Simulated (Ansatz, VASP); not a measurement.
**One calculation of RbAl, two programs**

```
Rb Al
1.0
    10.15553    0.00000    0.00000
     0.00000    6.90503    0.00000
     0.00000    0.00000    5.88903
Rb Al
2 2
Cartesian
  0.0000 3.4525 4.0222
  5.0778 0.0000 1.8668
  0.0000 0.0000 0.4005
  5.0778 3.4525 5.4886
```

Alike in both runs: task single point; functional PBE; k mesh 4 × 5 × 6; no spin polarisation.

|  | VASP | Ansatz |
| --- | --- | --- |
| version | VASP 6.6.1 | Ansatz 0.2.0 |
| potentials or method | VASP PAW PBE potentials, release 64 (Rb_sv, Al), cutoff 520 eV | PAW plane waves |
| occupations | fermi-dirac, width 0.1 eV | fermi-dirac |
| valence electrons in the cell | 24 | 24 |

```tsv
	VASP	Ansatz	Ansatz less VASP
pressure (GPa)	-1.0	-1.0	0.00
traceless stress, the component that is largest in VASP (GPa)	-0.05	-0.05	0.000
rms of the force components (eV/Å)	0.023	0.023	-0.0002
```

Atom by atom the forces differ by 0.000 eV/Å (rms over components).
